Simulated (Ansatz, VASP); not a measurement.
BeS: VASP beside Ansatz

```
CELL_PARAMETERS angstrom
0.00000 2.29123 2.29123
2.29123 0.00000 2.29123
2.29123 2.29123 0.00000
ATOMIC_POSITIONS crystal
Be 0.00000 0.00000 0.00000
S 0.50000 0.50000 0.50000
```

Alike in both runs: task single point; functional PBE; k mesh 8 × 8 × 8; no spin polarisation.

|  | VASP | Ansatz |
| --- | --- | --- |
| version | VASP 6.6.1 | Ansatz 0.2.0 |
| potentials or method | VASP PAW PBE potentials, release 64 (Be, S) | plane waves, PAW |
| plane-wave cutoff (eV) | 520 | 420 |
| occupations | gaussian, width 0.01 eV | fixed |
| valence electrons in the cell | 8 | 8 |

|  | VASP | Ansatz | Ansatz less VASP |
| --- | --- | --- | --- |
| gap on the k mesh at the Fermi level (eV) | 1.02 | 1.01 | -0.007 |
| pressure (GPa) | 3.4 | 3.5 | +0.09 |
